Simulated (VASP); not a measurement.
# AlRu (F-43m) in VASP: single point with PBE

Aim: the single point of AlRu with PBE.

Everything below comes from runs of VASP 6.6.1. Logs are shortened: lines on timing, memory, paths and dates and some standing lists are left out, and cuts for length are marked.

### Step 1. The cell of the first run

It takes space group F-43m (No. 216, cubic). Conventional cell: a = 5.533 Å, b = 5.533 Å, c = 5.533 Å, α = 90.00°, β = 90.00°, γ = 90.00°. Al (site symmetry -43m) has 4 Ru at 2.40 Å within 3.2 Å. Within 3.2 Å of Ru (site symmetry -43m) lie 4 Al at 2.40 Å.

### Step 2. Single point, PBE, collinear spin, ferromagnetic start

The input, INCAR:

```
SYSTEM = AlRu
ALGO = Normal
EDIFF = 1E-6
ENCUT = 520
GGA = PE
ISIF = 2
ISMEAR = 0
ISPIN = 2
LASPH = .True.
LCHARG = .False.
LMAXMIX = 4
LORBIT = 11
LREAL = .False.
LWAVE = .False.
MAGMOM = 0 0.68
NBANDS = 20
NELM = 150
PREC = Accurate
SIGMA = 0.1
```

The input, KPOINTS:

```
k-points
0
Gamma
  18 18 18
  0 0 0
```

The input, POSCAR:

```
AlRu
1.0
    0.0000000000      2.7663905834      2.7663905834
    2.7663905834      0.0000000000      2.7663905834
    2.7663905834      2.7663905834      0.0000000000
Al Ru
1 1
Direct
    0.7500000000      0.7500000000      0.7500000000
    0.0000000000      0.0000000000      0.0000000000
```

Potentials or basis: VASP PAW PBE potentials, release 64 (Al, Ru_pv).

Started as:

```sh
> cat potpaw_PBE.64/Al/POTCAR potpaw_PBE.64/Ru_pv/POTCAR > POTCAR
> mpirun -np 1 vasp_std > vasp.out
```

OUTCAR:

```text
SYSTEM = AlRu
   EDIFF = 1E-6
   ENCUT = 520
   GGA = PE
   ISIF = 2
   ISMEAR = 0
   ISPIN = 2
   LASPH = .True.
   LORBIT = 11
   LREAL = .False.
   NELM = 150
   PREC = Accurate

 ion  position               nearest neighbor table
   1  0.750  0.750  0.750-   2 2.40   2 2.40   2 2.40   2 2.40
   2  0.000  0.000  0.000-   1 2.40   1 2.40   1 2.40   1 2.40

  LATTYP: Found a face centered cubic cell.
 ALAT       =     5.5327811668

  Lattice vectors:

 A1 = (   0.0000000000,   2.7663905834,   2.7663905834)
 A2 = (   2.7663905834,   0.0000000000,   2.7663905834)
 A3 = (   2.7663905834,   2.7663905834,   0.0000000000)

Analysis of symmetry for initial positions (statically):
=====================================================================
 Subroutine PRICEL returns:
 Original cell was already a primitive cell.

 Routine SETGRP: Setting up the symmetry group for a
 face centered cubic supercell.

 Subroutine GETGRP returns: Found 24 space group operations
 (whereof 24 operations were pure point group operations)
 out of a pool of 48 trial point group operations.

The static configuration has the point symmetry T_d .

Analysis of symmetry for dynamics (positions and initial velocities):
=====================================================================
 Subroutine PRICEL returns:
 Original cell was already a primitive cell.

 Routine SETGRP: Setting up the symmetry group for a
 face centered cubic supercell.

 Subroutine GETGRP returns: Found 24 space group operations
 (whereof 24 operations were pure point group operations)
 out of a pool of 48 trial point group operations.

The dynamic configuration has the point symmetry T_d .

Analysis of structural, dynamic, and magnetic symmetry:
=====================================================================
 Subroutine PRICEL returns:
 Original cell was already a primitive cell.

 Routine SETGRP: Setting up the symmetry group for a
 face centered cubic supercell.

 Subroutine GETGRP returns: Found 24 space group operations
 (whereof 24 operations were pure point group operations)
 out of a pool of 48 trial point group operations.

The overall configuration has the point symmetry T_d .

 Subroutine INISYM returns: Found 24 space group operations
 (whereof 24 operations are pure point group operations),
 and found     1 'primitive' translations

----------------------------------------------------------------------------------------

                                     Primitive cell

  volume of cell :      42.3419

  direct lattice vectors                    reciprocal lattice vectors
     0.000000000  2.766390583  2.766390583    -0.180740928  0.180740928  0.180740928
     2.766390583  0.000000000  2.766390583     0.180740928 -0.180740928  0.180740928
     2.766390583  2.766390583  0.000000000     0.180740928  0.180740928 -0.180740928

  length of vectors
     3.912267082  3.912267082  3.912267082     0.313052470  0.313052470  0.313052470

  position of ions in fractional coordinates (direct lattice)
     0.750000000  0.750000000  0.750000000
     0.000000000  0.000000000  0.000000000

  ion indices of the primitive-cell ions
   primitive index   ion index
                 1           1
                 2           2

----------------------------------------------------------------------------------------

 KPOINTS: k-points

Automatic generation of k-mesh.
 Grid dimensions read from file:
 generate k-points for:   18   18   18

 Generating k-lattice:

  Cartesian coordinates                     Fractional coordinates (reciprocal lattice)
    -0.010041163  0.010041163  0.010041163     0.055555556  0.000000000  0.000000000
     0.010041163 -0.010041163  0.010041163     0.000000000  0.055555556  0.000000000
     0.010041163  0.010041163 -0.010041163     0.000000000  0.000000000  0.055555556

  Length of vectors
     0.017391804  0.017391804  0.017391804

  Shift w.r.t. Gamma in fractional coordinates (k-lattice)
     0.000000000  0.000000000  0.000000000

 Subroutine IBZKPT returns following result:
 ===========================================

 Found    195 irreducible k-points:

 Following reciprocal coordinates:
            Coordinates               Weight
  0.000000  0.000000  0.000000      1.000000
  0.055556  0.000000  0.000000      8.000000
  0.111111  0.000000  0.000000      8.000000
  0.166667  0.000000  0.000000      8.000000
  0.222222  0.000000  0.000000      8.000000
  0.277778  0.000000  0.000000      8.000000
[... 16 lines left out ...]
 -0.277778  0.055556  0.000000     24.000000
 -0.222222  0.055556  0.000000     24.000000
 [... further k-points ...]
   k-points           NKPTS =    195   k-points in BZ     NKDIM =    195   number of bands    NBANDS=     20
   number of dos      NEDOS =    301   number of ions     NIONS =      2
   total plane-waves  NPLWV =  27000
   dimension x,y,z NGX =    30 NGY =   30 NGZ =   30
   dimension x,y,z NGXF=    60 NGYF=   60 NGZF=   60
   ions per type =               1   1
   NGX,Y,Z   is equivalent  to a cutoff of  12.75, 12.75, 12.75 a.u.
   NGXF,Y,Z  is equivalent  to a cutoff of  25.50, 25.50, 25.50 a.u.
 SYSTEM =  AlRu
   PREC   = accura    normal or accurate (medium, high low for compatibility)
   ISTART =      0    job   : 0-new  1-cont  2-samecut
   ICHARG =      2    charge: 1-file 2-atom 10-const
   ISPIN  =      2    spin polarized calculation?
   LNONCOLLINEAR =      F non collinear calculations
   LSORBIT =      F    spin-orbit coupling
   LASPH  =      T    aspherical Exc in radial PAW
   ENCUT  =  520.0 eV  38.22 Ry    6.18 a.u.   7.27  7.27  7.27*2*pi/ulx,y,z
   NELM   =    150;   NELMIN=  2; NELMDL= -5     # of ELM steps
   EDIFF  = 0.1E-05   stopping-criterion for ELM
   LREAL  =      F    real-space projection
   EDIFFG = 0.1E-04   stopping-criterion for IOM
   NSW    =      0    number of steps for IOM
   IBRION =     -1    ionic relax: 0-MD 1-quasi-New 2-CG
   NFREE  =      0    steps in history (QN), initial steepest desc. (CG)
   ISIF   =      2    stress and relaxation
   ISYM   =      2    0-nonsym 1-usesym 2-fastsym
   POTIM  = 0.5000    time-step for ionic-motion
   TEBEG  =    0.0;   TEEND  =   0.0 temperature during run
   PSTRESS=    0.0 pullay stress
   NELECT =      17.0000    total number of electrons
   NUPDOWN=      -1.0000    fix difference up-down
   EMIN   =  10.00;   EMAX   =-10.00  energy-range for DOS
   EFERMI =   0.00;   METHOD = LEGACY
   ISMEAR =     0;   SIGMA  =   0.10  broadening in eV -4-tet -1-fermi 0-gaus
   EFERMI_NEDOS =   21; number of points for ismear=-14 and -15
   IALGO  =     38    algorithm
   IMIX   =      4    mixing-type and parameters
     AMIX     =   0.40;   BMIX     =  1.00
     AMIX_MAG =   1.60;   BMIX_MAG =  1.00
  volume/ion in A,a.u.               =      21.17       142.87
  Fermi-wavevector in a.u.,A,eV,Ry     =   1.207724  2.282267 19.845416  1.458597
  Thomas-Fermi vector in A             =   2.343353
   LORBIT       =     11    0 simple, 1 ext, 2 COOP (PROOUT), +10 PAW based schemes
   GGA     = PE    functional components
   LHFCALC =     F    Hartree Fock is set to
   AEXX    =    0.0000 exact exchange contribution
   IVDW    =     0    specifies the selected vdW correction
   LEPSILON=     F    determine dielectric tensor
   LRPA    =     F    only Hartree local field effects (RPA)
 spin polarized calculation
 Gauss-broadening in eV      SIGMA  =   0.10
  energy-cutoff  :      520.00
  volume of cell :       42.34
 maximum number of plane-waves:      1158
 NGX is ok and might be reduce to    30
   NGX = 15   NGY = 15   NGZ = 15

 number of electron      16.9999995 magnetization       0.7709994

 Free energy of the ion-electron system (eV)
  ---------------------------------------------------
  ext. energy  EPLUGINS =         0.00000000
  ---------------------------------------------------
  free energy    TOTEN  =       -10.81346507 eV

  energy without entropy =      -10.79887644  energy(sigma->0) =      -10.80617075

 E-fermi :   4.8734     XC(G=0): -10.0376

 val. band max:        4.8713530517   @ k =  -0.4444   0.2778   0.0000
 cond. band min:       4.8745958764   @ k =   0.4444   0.0000   0.0000
 fundamental gap:      0.0032428247
 Fermi energy:         4.8733632264

 spin component 1

 k-point     1 :       0.0000    0.0000    0.0000
  band No.  band energies     occupation
      1     -36.6831      1.00000
      2     -36.6831      1.00000
      3     -36.6831      1.00000
      4      -1.8437      1.00000
      5       2.8963      1.00000
      6       2.8963      1.00000
[... 12 lines left out ...]
     19      19.5742      0.00000
     20      19.5742      0.00000
[... 507 lines left out ...]
 k-point    24 :      -0.2222    0.0556    0.0000
  band No.  band energies     occupation
      1     -36.6910      1.00000
      2     -36.6848      1.00000
      3     -36.6842      1.00000
      4      -0.9996      1.00000
      5       2.6942      1.00000
      6       3.0828      1.00000
[... 12 lines left out ...]
     19      18.8890      0.00000
     20      19.8268      0.00000

 [... further k-points ...]

 spin component 2

 k-point     1 :       0.0000    0.0000    0.0000
  band No.  band energies     occupation
      1     -36.1700      1.00000
      2     -36.1700      1.00000
      3     -36.1700      1.00000
      4      -1.7647      1.00000
      5       3.2319      1.00000
      6       3.2319      1.00000
[... 12 lines left out ...]
     19      19.6404      0.00000
     20      19.6404      0.00000
[... 507 lines left out ...]
 k-point    24 :      -0.2222    0.0556    0.0000
  band No.  band energies     occupation
      1     -36.1782      1.00000
      2     -36.1718      1.00000
      3     -36.1711      1.00000
      4      -0.9165      1.00000
      5       2.9818      1.00000
      6       3.4365      1.00000
[... 12 lines left out ...]
     19      18.9829      0.00000
     20      19.9044      0.00000

 [... further k-points ...]

------------------------ aborting loop because EDIFF is reached ----------------------------------------

  FORCE on cell =-STRESS in cart. coord.  units (eV):
  Direction    XX          YY          ZZ          XY          YZ          ZX
  --------------------------------------------------------------------------------------
  -------------------------------------------------------------------------------------
  Total        0.0133279      0.0133279      0.0133279      0.0000000      0.0000000     -0.0000000
  in kB        0.5043163      0.5043163      0.5043163      0.0000000      0.0000000     -0.0000000
  external PRESSURE =       0.5043163 kB  Pullay stress =       0.0000000 kB

 VOLUME and BASIS-vectors are now :
 -----------------------------------------------------------------------------
  energy-cutoff  :      520.00
  volume of cell :       42.34
      direct lattice vectors                 reciprocal lattice vectors
     0.000000000  2.766390583  2.766390583    -0.180740928  0.180740928  0.180740928
     2.766390583  0.000000000  2.766390583     0.180740928 -0.180740928  0.180740928
     2.766390583  2.766390583  0.000000000     0.180740928  0.180740928 -0.180740928

 POSITION                                       TOTAL-FORCE (eV/Angst)
 -----------------------------------------------------------------------------------
      4.14959      4.14959      4.14959         0.000000      0.000000      0.000000
      0.00000      0.00000      0.00000        -0.000000     -0.000000     -0.000000
 -----------------------------------------------------------------------------------
    total drift:                               -0.000000     -0.000000     -0.000000

  FREE ENERGIE OF THE ION-ELECTRON SYSTEM (eV)
  ---------------------------------------------------
  free  energy   TOTEN  =       -10.8134650654 eV

  energy  without entropy=      -10.7988764442  energy(sigma->0) =      -10.80617075

 total charge

# of ion       s       p       d       tot
------------------------------------------
    1        0.494   0.374   0.000   0.869
    2        0.300   6.094   6.333  12.727
--------------------------------------------------
tot          0.795   6.468   6.333  13.596

 magnetization (x)

# of ion       s       p       d       tot
------------------------------------------
    1       -0.007   0.000   0.000  -0.006
    2        0.026   0.004   0.696   0.725
--------------------------------------------------
tot          0.019   0.004   0.696   0.719
```

It took 7.1 min on 1 thread of Intel Xeon 8259CL, shared host; peak memory 0.37 GiB.

Results:

- Free energy: -10.8135 eV
- Pressure: 0.1 GPa
- Net moment: 0.77 μB per cell
- Site moments: Al -0.01; Ru +0.72 μB
- Valence electrons inside the program's atomic spheres: Al 0.87; Ru 12.73
